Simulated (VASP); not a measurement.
Runs of VASP 6.6.1 on MoSe. The structure is that of space group F-43m (No. 216), or close to it. The cells are those of the table. 

| task | spin | cell | cutoff (eV) | gap on the mesh (eV) | pressure (GPa) | moment (μB) |
| --- | --- | --- | --- | --- | --- | --- |
| single point | collinear, ferromagnetic start | a = 4.296 Å, angles 60.0°, 2 atoms | 520 | none | (a) | 4.00 |
| single point | off | a = 4.560 Å, angles 60.0°, 2 atoms | 520 | 0.97 | (b) | - |
| relaxation of cell and atoms | off | relaxed from a = 4.417 Å, angles 60.0°, 2 atoms | 600 | none | 0.0 | - |
| single point | off | a = 4.668 Å, angles 60.0°, 2 atoms | 520 | 1.14 | -8.7 | - |
| single point | collinear, ferromagnetic start | a = 4.201 Å, angles 60.0°, 2 atoms | 520 | none | 9.0 | 4.00 |

Alike in all rows: level PBE+U; potentials or basis VASP PAW PBE potentials, release 64 (Mo_sv, Se); Mo d U = 4.38 eV; k mesh 12 × 12 × 12; smearing gaussian 0.1 eV.

Fill in the values left out.

(a) 3.7; (b) -7.6.

Caveats: U without spin polarisation on a metal has little footing (some runs).

A k mesh can miss the band edges, and the runs leave out spin-orbit coupling on Mo, Se.

A gap of «none» marks levels without a gap at the run's occupations.
